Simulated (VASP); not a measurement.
# HoGeF4 (P4/mmm) in VASP: single point with PBE

Aim: the single point of HoGeF4 with PBE.

All numbers are computed with VASP 6.6.1; they aren't measurements. Logs are shortened: lines on timing, memory, paths and dates and some standing lists are left out, and cuts for length are marked.

## Step 1: The cell of the first run

Symmetry: P4/mmm, No. 123, tetragonal system. Conventional cell: a = 3.431 Å, b = 3.431 Å, c = 8.683 Å, α = 90.00°, β = 90.00°, γ = 90.00°. Ho (site symmetry 4/mmm) has 2 F at 1.99 Å within 2.6 Å. Ge (site symmetry 4/mmm) has 10 F at 2.36 to 2.69 Å within 3.1 Å. F (site symmetry 4mm) has 5 F at 2.32 to 2.71 Å and 4 Ge at 2.69 Å within 3.1 Å. F (site symmetry 4mm) has 1 Ho at 1.99 Å and 1 Ge at 2.36 Å within 2.6 Å.

The cell was generated, and may not be a known phase.

## Step 2: Single point, PBE

INCAR reads:

```
SYSTEM = HoGeF4
PREC = Accurate ; ENCUT = 800
EDIFF = 1E-6 ; ISMEAR = 0
SIGMA = 0.1 ; LREAL = .FALSE.
LASPH = .TRUE. ; NELM = 300
ALGO = All ; ISIF = 2
LWAVE = .FALSE. ; LCHARG = .FALSE.
GGA = PE ; NBANDS = 40
GGA_COMPAT = .FALSE. ; LMAXMIX = 6
ISEARCH = 1 ; KPAR = 4
```

KPOINTS reads:

```
Automatic mesh
0
G
  4 4 4
  0 0 0
```

POSCAR reads:

```
HoGeF4
1.0
    3.4312583094      0.0000000000      0.0000000000
    0.0000000000      3.4312583094      0.0000000000
    0.0000000000      0.0000000000      8.6832333277
Ho Ge F
1 1 4
Direct
    0.0000000000      0.0000000000      0.5000000000
    0.0000000000      0.0000000000      0.0000000000
    0.5000000000      0.5000000000      0.8664572670
    0.5000000000      0.5000000000      0.1335427330
    0.0000000000      0.0000000000      0.7287227369
    0.0000000000      0.0000000000      0.2712772631
```

Potentials or basis: VASP PAW PBE potentials, release 64 (Ho, Ge_d, F).

Run with:

```sh
$ cat potpaw_PBE.64/Ho/POTCAR potpaw_PBE.64/Ge_d/POTCAR potpaw_PBE.64/F/POTCAR > POTCAR
$ mpirun -np 4 vasp_std > vasp.out
```

OUTCAR:

```text
SYSTEM = HoGeF4
   PREC = Accurate
   ENCUT = 800
   EDIFF = 1E-6
   ISMEAR = 0
   LREAL = .FALSE.
   LASPH = .TRUE.
   NELM = 300
   ISIF = 2
   GGA = PE

 ion  position               nearest neighbor table
   1  0.000  0.000  0.500-   5 1.99   6 1.99
   2  0.000  0.000  0.000-   5 2.36   6 2.36
   3  0.500  0.500  0.866-
   4  0.500  0.500  0.134-
   5  0.000  0.000  0.729-   1 1.99   2 2.36
   6  0.000  0.000  0.271-   1 1.99   2 2.36

  LATTYP: Found a simple tetragonal cell.
 ALAT       =     3.4312583094
 C/A-ratio  =     2.5306265354

  Lattice vectors:

 A1 = (   3.4312583094,   0.0000000000,   0.0000000000)
 A2 = (   0.0000000000,   3.4312583094,   0.0000000000)
 A3 = (   0.0000000000,   0.0000000000,   8.6832333277)

Analysis of symmetry for initial positions (statically):
=====================================================================
 Subroutine PRICEL returns:
 Original cell was already a primitive cell.

 Routine SETGRP: Setting up the symmetry group for a
 simple tetragonal supercell.

 Subroutine GETGRP returns: Found 16 space group operations
 (whereof 16 operations were pure point group operations)
 out of a pool of 16 trial point group operations.

The static configuration has the point symmetry D_4h.

Analysis of symmetry for dynamics (positions and initial velocities):
=====================================================================
 Subroutine PRICEL returns:
 Original cell was already a primitive cell.

 Routine SETGRP: Setting up the symmetry group for a
 simple tetragonal supercell.

 Subroutine GETGRP returns: Found 16 space group operations
 (whereof 16 operations were pure point group operations)
 out of a pool of 16 trial point group operations.

The dynamic configuration has the point symmetry D_4h.

 Subroutine INISYM returns: Found 16 space group operations
 (whereof 16 operations are pure point group operations),
 and found     1 'primitive' translations

----------------------------------------------------------------------------------------

                                     Primitive cell

  volume of cell :     102.2323

  direct lattice vectors                    reciprocal lattice vectors
     3.431258309  0.000000000  0.000000000     0.291438274  0.000000000  0.000000000
     0.000000000  3.431258309  0.000000000     0.000000000  0.291438274  0.000000000
     0.000000000  0.000000000  8.683233328     0.000000000  0.000000000  0.115164474

  length of vectors
     3.431258309  3.431258309  8.683233328     0.291438274  0.291438274  0.115164474

  position of ions in fractional coordinates (direct lattice)
     0.000000000  0.000000000  0.500000000
     0.000000000  0.000000000  0.000000000
     0.500000000  0.500000000  0.866457267
     0.500000000  0.500000000  0.133542733
     0.000000000  0.000000000  0.728722737
     0.000000000  0.000000000  0.271277263

  ion indices of the primitive-cell ions
   primitive index   ion index
                 1           1
                 2           2
                 3           3
                 4           4
                 5           5
                 6           6

----------------------------------------------------------------------------------------

 KPOINTS: Automatic mesh

Automatic generation of k-mesh.
 Grid dimensions read from file:
 generate k-points for:    4    4    4

 Generating k-lattice:

  Cartesian coordinates                     Fractional coordinates (reciprocal lattice)
     0.072859569  0.000000000  0.000000000     0.250000000  0.000000000  0.000000000
     0.000000000  0.072859569  0.000000000     0.000000000  0.250000000  0.000000000
     0.000000000  0.000000000  0.028791119     0.000000000  0.000000000  0.250000000

  Length of vectors
     0.072859569  0.072859569  0.028791119

  Shift w.r.t. Gamma in fractional coordinates (k-lattice)
     0.000000000  0.000000000  0.000000000

 Subroutine IBZKPT returns following result:
 ===========================================

 Found     18 irreducible k-points:

 Following reciprocal coordinates:
            Coordinates               Weight
  0.000000  0.000000  0.000000      1.000000
  0.250000  0.000000  0.000000      4.000000
  0.500000  0.000000  0.000000      2.000000
  0.250000  0.250000  0.000000      4.000000
  0.500000  0.250000  0.000000      4.000000
  0.500000  0.500000  0.000000      1.000000
[... 10 lines left out ...]
  0.500000  0.250000  0.500000      4.000000
  0.500000  0.500000  0.500000      1.000000
   k-points           NKPTS =     18   k-points in BZ     NKDIM =     18   number of bands    NBANDS=     40
   number of dos      NEDOS =    301   number of ions     NIONS =      6
   total plane-waves  NPLWV =  81920
   dimension x,y,z NGX =    32 NGY =   32 NGZ =   80
   dimension x,y,z NGXF=    64 NGYF=   64 NGZF=  160
   ions per type =               1   1   4
   NGX,Y,Z   is equivalent  to a cutoff of  15.50, 15.50, 15.32 a.u.
   NGXF,Y,Z  is equivalent  to a cutoff of  31.01, 31.01, 30.63 a.u.
 SYSTEM =  HoGeF4
   PREC   = accura    normal or accurate (medium, high low for compatibility)
   ISTART =      0    job   : 0-new  1-cont  2-samecut
   ICHARG =      2    charge: 1-file 2-atom 10-const
   ISPIN  =      1    spin polarized calculation?
   LNONCOLLINEAR =      F non collinear calculations
   LSORBIT =      F    spin-orbit coupling
   LASPH  =      T    aspherical Exc in radial PAW
   ENCUT  =  800.0 eV  58.80 Ry    7.67 a.u.   7.91  7.91 20.03*2*pi/ulx,y,z
   NELM   =    300;   NELMIN=  2; NELMDL= -5     # of ELM steps
   EDIFF  = 0.1E-05   stopping-criterion for ELM
   LREAL  =      F    real-space projection
[... 7 lines left out ...]
   TEBEG  =    0.0;   TEEND  =   0.0 temperature during run
   PSTRESS=    0.0 pullay stress
   NELECT =      63.0000    total number of electrons
   NUPDOWN=      -1.0000    fix difference up-down
   EMIN   =  10.00;   EMAX   =-10.00  energy-range for DOS
   EFERMI =   0.00;   METHOD = LEGACY
   ISMEAR =     0;   SIGMA  =   0.10  broadening in eV -4-tet -1-fermi 0-gaus
   EFERMI_NEDOS =   21; number of points for ismear=-14 and -15
   IALGO  =     58    algorithm
   IMIX   =      4    mixing-type and parameters
     AMIX     =   0.40;   BMIX     =  1.00
     AMIX_MAG =   1.60;   BMIX_MAG =  1.00
  volume/ion in A,a.u.               =      17.04       114.98
  Fermi-wavevector in a.u.,A,eV,Ry     =   1.393132  2.632638 26.406413  1.940817
  Thomas-Fermi vector in A             =   2.516808
   LORBIT       =      0    0 simple, 1 ext, 2 COOP (PROOUT), +10 PAW based schemes
   GGA     = PE    functional components
   LHFCALC =     F    Hartree Fock is set to
   AEXX    =    0.0000 exact exchange contribution
   IVDW    =     0    specifies the selected vdW correction
   LEPSILON=     F    determine dielectric tensor
   LRPA    =     F    only Hartree local field effects (RPA)
 non-spin polarized calculation
 Gauss-broadening in eV      SIGMA  =   0.10
  energy-cutoff  :      800.00
  volume of cell :      102.23
 maximum number of plane-waves:      5276
 NGX is ok and might be reduce to    32
   NGX = 15   NGY = 15   NGZ = 41

 number of electron      63.0000012 magnetization

 Free energy of the ion-electron system (eV)
  ---------------------------------------------------
  ext. energy  EPLUGINS =         0.00000000
  ---------------------------------------------------
  free energy    TOTEN  =       -26.39617006 eV

  energy without entropy =      -26.20819949  energy(sigma->0) =      -26.30218477

 E-fermi :   0.2784     XC(G=0):  -9.3529

 val. band max:        0.2672915165   @ k =   0.2500   0.0000   0.5000
 cond. band min:       0.2801850659   @ k =   0.2500   0.0000   0.0000
 fundamental gap:      0.0128935494
 Fermi energy:         0.2784353469

 k-point     1 :       0.0000    0.0000    0.0000
  band No.  band energies     occupation
      1     -46.2301      2.00000
      2     -24.1074      2.00000
      3     -23.8694      2.00000
      4     -23.8670      2.00000
      5     -23.8340      2.00000
      6     -23.8340      2.00000
[... 32 lines left out ...]
     39       6.9071      0.00000
     40       7.3037      0.00000

 k-point     2 :       0.2500    0.0000    0.0000
  band No.  band energies     occupation
      1     -46.2165      2.00000
      2     -24.0815      2.00000
      3     -23.8670      2.00000
      4     -23.8584      2.00000
      5     -23.8388      2.00000
      6     -23.8361      2.00000
[... 32 lines left out ...]
     39       5.7160      0.00000
     40       6.4981      0.00000

 k-point     3 :       0.5000    0.0000    0.0000
  band No.  band energies     occupation
      1     -46.2028      2.00000
      2     -24.0554      2.00000
      3     -23.8662      2.00000
      4     -23.8483      2.00000
      5     -23.8438      2.00000
      6     -23.8392      2.00000
[... 32 lines left out ...]
     39       6.2555      0.00000
     40       6.5068      0.00000

 k-point     4 :       0.2500    0.2500    0.0000
  band No.  band energies     occupation
      1     -46.2030      2.00000
      2     -24.0575      2.00000
      3     -23.8607      2.00000
      4     -23.8539      2.00000
      5     -23.8418      2.00000
      6     -23.8385      2.00000
[... 32 lines left out ...]
     39       5.2202      0.00000
     40       6.0621      0.00000
[... 514 lines left out ...]
     39       5.2557      0.00000
     40       5.6533      0.00000

 k-point    17 :       0.5000    0.2500    0.5000
  band No.  band energies     occupation
      1     -46.1895      2.00000
      2     -24.0930      2.00000
      3     -23.8475      2.00000
      4     -23.8464      2.00000
      5     -23.8417      2.00000
      6     -23.8364      2.00000
[... 32 lines left out ...]
     39       6.0030      0.00000
     40       6.1788      0.00000

 k-point    18 :       0.5000    0.5000    0.5000
  band No.  band energies     occupation
      1     -46.1761      2.00000
      2     -24.0749      2.00000
      3     -23.8557      2.00000
      4     -23.8396      2.00000
      5     -23.8396      2.00000
      6     -23.8381      2.00000
[... 32 lines left out ...]
     39       5.8268      0.00000
     40       7.4104      0.00000

------------------------ aborting loop because EDIFF is reached ----------------------------------------

  FORCE on cell =-STRESS in cart. coord.  units (eV):
  Direction    XX          YY          ZZ          XY          YZ          ZX
  --------------------------------------------------------------------------------------
  -------------------------------------------------------------------------------------
  Total       -0.3508706     -0.3508706      1.7730999      0.0000000      0.0000000      0.0000000
  in kB       -5.4988175     -5.4988175     27.7878845      0.0000000      0.0000000      0.0000000
  external PRESSURE =       5.5967498 kB  Pullay stress =       0.0000000 kB

 VOLUME and BASIS-vectors are now :
 -----------------------------------------------------------------------------
  energy-cutoff  :      800.00
  volume of cell :      102.23
      direct lattice vectors                 reciprocal lattice vectors
     3.431258309  0.000000000  0.000000000     0.291438274  0.000000000  0.000000000
     0.000000000  3.431258309  0.000000000     0.000000000  0.291438274  0.000000000
     0.000000000  0.000000000  8.683233328     0.000000000  0.000000000  0.115164474

 POSITION                                       TOTAL-FORCE (eV/Angst)
 -----------------------------------------------------------------------------------
      0.00000      0.00000      4.34162        -0.000000      0.000000      0.000000
      0.00000      0.00000      0.00000        -0.000000      0.000000      0.000000
      1.71563      1.71563      7.52365         0.000000      0.000000     -0.041797
      1.71563      1.71563      1.15958        -0.000000     -0.000000      0.041797
      0.00000      0.00000      6.32767        -0.000000      0.000000      0.591548
      0.00000      0.00000      2.35556        -0.000000      0.000000     -0.591548
 -----------------------------------------------------------------------------------
    total drift:                                0.000000      0.000000      0.000000

  FREE ENERGIE OF THE ION-ELECTRON SYSTEM (eV)
  ---------------------------------------------------
  free  energy   TOTEN  =       -26.3961700572 eV

  energy  without entropy=      -26.2082163903  energy(sigma->0) =      -26.30219322
```

Wall time 3.3 min (4 MPI ranks of Intel Xeon Platinum 8375C at 2.90GHz (Ice Lake), shared host); peak memory 0.48 GiB.

What came out:

```yaml
Free_energy: -26.3962 eV
Pressure: 0.6 GPa
Largest_force: 0.592 eV/Å
Band_gap_on_the_k_mesh: zero (an odd number of electrons rules out a gap without spin polarisation)
```

Forces in eV/Å, atoms in the order of the input:
```
Ho   0.000  0.000  0.000
Ge   0.000  0.000  0.000
F    0.000  0.000 -0.042
F    0.000  0.000  0.042
F    0.000  0.000  0.592
F    0.000  0.000 -0.592
```

Caveat: the k points lie up to 0.46 Å⁻¹ apart, too coarse for converged energies and pressures of a metal; spin-orbit coupling is left out, which moves the levels of the heavy elements; an odd number of electrons without spin polarisation forces a metal; a magnetic or distorted state may lie lower; the run has no spin polarisation, though such a crystal can be magnetic; semilocal functionals describe open f shells poorly, which spoils levels, moments and volumes. With open d or f shells a metallic result of PBE can be an artefact of self-interaction; +U or a hybrid may open a gap.
